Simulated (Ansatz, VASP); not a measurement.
Two plane-wave programs on C

```xyz
3
Lattice="1.9984 1.1538 1.3152 -1.9984 1.1538 1.3152 0.0000 -2.3075 1.3152" Properties=species:S:1:pos:R:3 pbc="T T T"
C     0.8620    0.0000    1.9728
C    -0.4310    0.7465    1.9728
C    -0.4310   -0.7465    1.9728
```

Alike in both runs: task single point; functional PBE; k mesh 6 × 6 × 6; occupations gaussian, width 0.1 eV; collinear spin.

|  | VASP | Ansatz |
| --- | --- | --- |
| version | VASP 6.6.1 | Ansatz 0.2.0 |
| potentials or method | VASP PAW PBE potentials, release 64 (C), cutoff 520 eV | scalar-relativistic, plane waves, PAW |
| valence electrons in the cell | 12 | 12 |

```csv
,VASP,Ansatz,Ansatz less VASP
gap on the k mesh at the Fermi level (eV),none,none,-
pressure (GPa),19.8,19.1,-0.78
"traceless stress, the component that is largest in VASP (GPa)",-25.45,-24.90,+0.547
rms of the force components (eV/Å),0.603,0.558,-0.0452
net moment per atom (μB),0.00,0.00,0.000
```

Atom by atom the forces differ by 0.045 eV/Å (rms over components). A gap of «none» marks a metal or a gap that the smearing closes. Ansatz's warnings: seeded moment not kept.

The k mesh is coarse, so the values compare programs but aren't converged.
